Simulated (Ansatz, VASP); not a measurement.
**Two plane-wave programs on W**

```xyz
1
Lattice="-1.5924 1.5924 1.5924 1.5924 -1.5924 1.5924 1.5924 1.5924 -1.5924" Properties=species:S:1:pos:R:3 pbc="T T T"
W     0.0000    0.0000    0.0000
```

Alike in both runs: functional PBE; k mesh 14 × 14 × 14; occupations fermi-dirac, width 0.08 eV; no spin polarisation.

Ansatz relaxed the structure, and its values are those at the end. VASP's run is a single point on that final structure, the one shown.

|  | VASP | Ansatz |
| --- | --- | --- |
| version | VASP 6.6.1 | Ansatz 0.2.0 |
| potentials or method | VASP PAW PBE potentials, release 64 (W_sv) | PAW with Ansatz's earlier generated frozen-core files (soft_1), scalar-relativistic |
| plane-wave cutoff (eV) | 520 | 420 |
| valence electrons in the cell | 14 | 14 |

|  | VASP | Ansatz | Ansatz less VASP |
| --- | --- | --- | --- |
| pressure (GPa) | 0.4 | 0.0 | -0.45 |

Neither program's run includes spin-orbit coupling.
